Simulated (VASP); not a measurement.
# Mo3HS6 in VASP: further runs, part 2 of 2

VASP 6.6.1. Earlier steps stand in the parts before.

## Step 3: Single point, PBEsol

Contents of INCAR:

```
SYSTEM = Mo3HS6
  PREC = Accurate
  ENCUT = 520
  EDIFF = 1E-6
  ISMEAR = 0
  SIGMA = 0.1
  LREAL = .FALSE.
  LASPH = .TRUE.
  NELM = 100
  ALGO = Normal
  ISIF = 2
  LWAVE = .FALSE.
  LCHARG = .FALSE.
  LDIPOL = .TRUE.
  IDIPOL = 3
  DIPOL = 0.5 0.5 0.464
  GGA = PS
  NBANDS = 50
  ISYM = 0
```

Contents of KPOINTS:

```
Automatic mesh
0
G
  10 5 1
  0 0 0
```

Contents of POSCAR:

```
Mo3HS6
1.0
    3.1204068985      0.0000000000      0.0000000000
   -1.5602034492      6.1523257957      0.0000000000
    0.0000000000      0.0000000000     25.6597815141
S Mo H
6 3 1
Direct
    0.8927222996      0.7854433174      0.3312576919
    0.1715897680      0.3431782543      0.3824398182
    0.4248776924      0.8497541032      0.4354374436
    0.7047333470      0.4094654124      0.4861970894
    0.9628709172      0.9257405526      0.5411345583
    0.1730196972      0.3460381128      0.6172031673
    0.5321560338      0.0643107859      0.3568487551
    0.0634221066      0.1268429315      0.4560351157
    0.6028616924      0.2057221030      0.5588565878
    0.3396863639      0.6793714461      0.4734540983
```

Potentials or basis: VASP PAW PBE potentials, release 64 (S, Mo_sv, H).

On the command line:

```bash
$ cat potpaw_PBE.64/S/POTCAR potpaw_PBE.64/Mo_sv/POTCAR potpaw_PBE.64/H/POTCAR > POTCAR
$ mpirun -np 1 vasp_std > vasp.out
```

OUTCAR:

```text
SYSTEM = Mo3HS6
   PREC = Accurate
   ENCUT = 520
   EDIFF = 1E-6
   ISMEAR = 0
   LREAL = .FALSE.
   LASPH = .TRUE.
   NELM = 100
   ISIF = 2
   GGA = PS
   ISYM = 0

 ion  position               nearest neighbor table
   1  0.893  0.785  0.331-   7 2.41   7 2.41
   2  0.172  0.343  0.382-   8 2.31   7 2.41   7 2.41
   3  0.425  0.850  0.435-  10 1.43   8 2.37   8 2.37   7 2.41
   4  0.705  0.409  0.486-   9 2.25   8 2.46   8 2.46
   5  0.963  0.926  0.541-   9 2.37   9 2.37   8 2.51
   6  0.173  0.346  0.617-   9 2.33   9 2.33
   7  0.532  0.064  0.357-   3 2.41   2 2.41   2 2.41   1 2.41   1 2.41   8 3.01   8 3.01
   8  0.063  0.127  0.456-   2 2.31   3 2.37   3 2.37   4 2.46   4 2.46   5 2.51   7 3.01   7 3.01
                             9 3.10   9 3.10
   9  0.603  0.206  0.559-   4 2.25   6 2.33   6 2.33   5 2.37   5 2.37   8 3.10   8 3.10
  10  0.340  0.679  0.473-   3 1.43

IMPORTANT INFORMATION: All symmetrisations will be switched off!
NOSYMM: (Re-)initialisation of all symmetry stuff for point group C_1.

----------------------------------------------------------------------------------------
[... 1465 lines left out ...]

 vacuum level on the upper side and lower side of the slab       (xc-potential included)         0.133        -0.454

  FORCE on cell =-STRESS in cart. coord.  units (eV):
  Direction    XX          YY          ZZ          XY          YZ          ZX
  --------------------------------------------------------------------------------------
  -------------------------------------------------------------------------------------
  Total       -0.7471222     -0.5439996     -0.1377774     -0.0005900     -1.6276649      0.0007140
  in kB       -2.4299577     -1.7693169     -0.4481105     -0.0019191     -5.2938555      0.0023223
  external PRESSURE =      -1.5491284 kB  Pullay stress =       0.0000000 kB

 VOLUME and BASIS-vectors are now :
 -----------------------------------------------------------------------------
  energy-cutoff  :      520.00
  volume of cell :      492.61
      direct lattice vectors                 reciprocal lattice vectors
     3.120406899  0.000000000  0.000000000     0.320471026  0.081270078  0.000000000
    -1.560203449  6.152325796  0.000000000     0.000000000  0.162540157  0.000000000
     0.000000000  0.000000000 25.659781514     0.000000000  0.000000000  0.038971493

 POSITION                                       TOTAL-FORCE (eV/Angst)
 -----------------------------------------------------------------------------------
      1.56021      4.83230      8.50000        -0.000239      1.595119     -0.818322
      0.00000      2.11134      9.81332        -0.000374      0.866878     -1.534008
      0.00000      5.22796     11.17323         0.000787      0.962855     -0.357871
      1.56021      2.51916     12.47571         0.000745      0.467488     -0.102173
      1.56021      5.69546     13.88539         0.000051      0.052758      0.187470
      0.00000      2.12894     15.83730         0.000226     -0.138339     -0.061450
      1.56021      0.39566      9.15666         0.000625     -2.437248      2.439525
      0.00000      0.78038     11.70176        -0.001573     -0.664627      0.118256
      1.56021      1.26567     14.34014         0.000141     -0.075229      0.141799
      0.00000      4.17971     12.14873        -0.000390     -0.629654     -0.013225
 -----------------------------------------------------------------------------------
    total drift:                                0.000259      0.000100     -0.000197

  FREE ENERGIE OF THE ION-ELECTRON SYSTEM (eV)
  ---------------------------------------------------
  free  energy   TOTEN  =       -68.2761180481 eV

  energy  without entropy=      -68.2430689694  energy(sigma->0) =      -68.25959351

 vacuum level on the upper side and lower side of the slab         4.401         3.804
```

It took 13 min on 1 thread of Intel Xeon 6975P-C (Granite Rapids), shared host; peak memory 0.79 GiB.

Results:

| Item | Value |
| --- | --- |
| Free energy | -68.2761 eV |
| Largest force | 3.448 eV/Å |
| Band gap on the k mesh | zero (an odd number of electrons rules out a gap without spin polarisation) |

Forces on the atoms (eV/Å):
```
S    0.000  1.595 -0.818
S    0.000  0.867 -1.534
S    0.001  0.963 -0.358
S    0.001  0.467 -0.102
S    0.000  0.053  0.187
S    0.000 -0.138 -0.061
Mo   0.001 -2.437  2.440
Mo  -0.002 -0.665  0.118
Mo   0.000 -0.075  0.142
H    0.000 -0.630 -0.013
```

Caveat: the PAW data sets were made with another functional, which shifts forces and pressure a little.

## Step 4: Single point, PBEsol

Contents of INCAR:

```
ALGO = Normal ; DIPOL = 0.5 0.5 0.469
EDIFF = 1E-7 ; ENCUT = 520
GGA = PS ; IDIPOL = 3
ISIF = 2 ; ISMEAR = 0
ISYM = 0 ; LASPH = T
LCHARG = F ; LDIPOL = T
LREAL = F ; LWAVE = F
NBANDS = 50 ; NELM = 60
PREC = Accurate ; SIGMA = 0.1
```

Contents of KPOINTS:

```
Automatic mesh
0
Gamma
  10 5 1
  0.5 0.5 0
```

Contents of POSCAR:

```
Mo3HS6
1.0
    3.1204068985      0.0000000000      0.0000000000
   -1.5602034492      6.1523257957      0.0000000000
    0.0000000000      0.0000000000     25.6597815141
S Mo H
6 3 1
Direct
    0.8927216587      0.7854433174      0.3312576919
    0.1715891272      0.3431782543      0.3824398182
    0.4248770516      0.8497541032      0.4354374436
    0.7047428115      0.4094654124      0.4861970894
    0.9628665561      0.9257405526      0.5411345583
    0.1730160878      0.3460381128      0.6172031673
    0.5321553930      0.0643107859      0.3568487551
    0.0634283179      0.1268429315      0.4560351157
    0.6028601598      0.2057221030      0.5588565878
    0.8396827545      0.6793714461      0.5199969609
```

On the command line:

```bash
$ cat potpaw_PBE.64/S/POTCAR potpaw_PBE.64/Mo_sv/POTCAR potpaw_PBE.64/H/POTCAR > POTCAR
$ mpirun -np 1 vasp_std > vasp.out
```

It took 11 min on 1 thread of Intel Xeon 6975P-C (Granite Rapids), shared host; peak memory 0.79 GiB.

Results (log left out):

```
Free energy            : -68.4609 eV
Largest force          : 3.964 eV/Å
Band gap on the k mesh : zero (an odd number of electrons rules out a gap without spin polarisation)
```

Forces in eV/Å, atoms in the order of the input:
```
S    0.000  1.613 -0.570
S    0.000  0.841 -1.428
S    0.001  0.352 -1.309
S    0.000  1.043  0.107
S    0.001 -0.579 -0.119
S    0.000 -0.010 -0.095
Mo   0.000 -2.853  2.752
Mo  -0.001 -0.087  0.516
Mo   0.000 -0.671  0.147
H    0.000  0.352  0.000
```

Levels at points of the mesh, in eV from the Fermi level:
```
           k point  band 36  band 37  band 38  band 39  band 40  band 41  band 42  band 43  band 44  band 45
(0.05, 0.10, 0.00)    -1.46    -1.18    -0.93    -0.86    -0.53     0.11     0.80     1.01     1.19     1.72
```

Caveat: the PAW data sets were made with another functional, which shifts forces and pressure a little.

## Step 5: The runs side by side

| cell | k mesh | gap on the mesh (eV) | largest force (eV/Å) |
| --- | --- | --- | --- |
| a = 3.120, b = 6.347, c = 25.660 Å, angles 90.0, 90.0, 104.2°, 10 atoms, atomic positions A | 10 × 5 × 1 | none | 3.89 |
| a = 3.120, b = 6.347, c = 25.660 Å, angles 90.0, 90.0, 104.2°, 10 atoms, atomic positions B | 10 × 5 × 1 | none | 3.45 |
| a = 3.120, b = 6.347, c = 25.660 Å, angles 90.0, 90.0, 104.2°, 10 atoms, atomic positions C | 10 × 5 × 1, shifted | none | 3.96 |

Alike in all rows: task single point; level PBEsol; potentials or basis VASP PAW PBE potentials, release 64 (S, Mo_sv, H); no spin polarisation; cutoff (eV) 520; smearing gaussian 0.1 eV.

Caveats: the PAW data sets were made with another functional, which shifts forces and pressure a little.

Total energies depend on the potentials used, so only differences within one code and one set of settings carry meaning.
